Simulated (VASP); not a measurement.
Wanted: the native input for a VASP 6.6.1 run.

| Quantity | Value |
| --- | --- |
| Task | single point |
| Functional | LDA |
| Potentials or basis | VASP PAW LDA potentials, release 64 (Y_sv) |
| Cutoff | 520 eV |
| k mesh | 12 × 12 × 7 |
| Occupations | fermi-dirac, width 0.08 eV |
| Spin | no spin polarisation |
| Dipole correction | no |
| Further INCAR settings | ALGO = Normal; EDIFF = 1e-06; NBANDS = 18 |

The structure of Y lies in POSCAR:

```
Y
1.0
    3.6880142295      0.0000000000      0.0000000000
   -1.8440071147      3.1939140122      0.0000000000
    0.0000000000      0.0000000000      5.7474000000
Y
2
Direct
    0.3333333333      0.6666666667      0.2500000000
    0.6666666667      0.3333333333      0.7500000000
```

This cell differs from its parent crystal: equal xx and yy strain of +1 %.

One way to write it, as run:

INCAR

```
SYSTEM = Y
PREC = Accurate
ENCUT = 520
EDIFF = 1E-6
ISMEAR = -1
SIGMA = 0.08
LREAL = .FALSE.
LASPH = .TRUE.
NELM = 80
ALGO = Normal
ISIF = 2
LWAVE = .FALSE.
LCHARG = .FALSE.
GGA = CA
NBANDS = 18
```

KPOINTS

```
Automatic mesh
0
G
  12 12 7
  0 0 0
```

Potentials or basis: VASP PAW LDA potentials, release 64 (Y_sv).

Command:

```sh
$ cat potpaw_LDA.64/Y_sv/POTCAR > POTCAR
$ mpirun -np 1 vasp_std > vasp.out
```

Results of the run:

```json
{
 "Pressure": "-4.6 GPa",
 "Band gap on the k mesh": "zero (bands 11 and 12 overlap by 1.35 eV)"
}
```

Caveat: the cell differs from its parent crystal (equal xx and yy strain of +1 %); the cell stands under tension.

Wall time 85 s on 1 thread of Intel(R) Xeon(R) Platinum 8259CL CPU @ 2.50GHz (Skylake/Cascade Lake), on a shared host, peak memory 0.23 GiB.
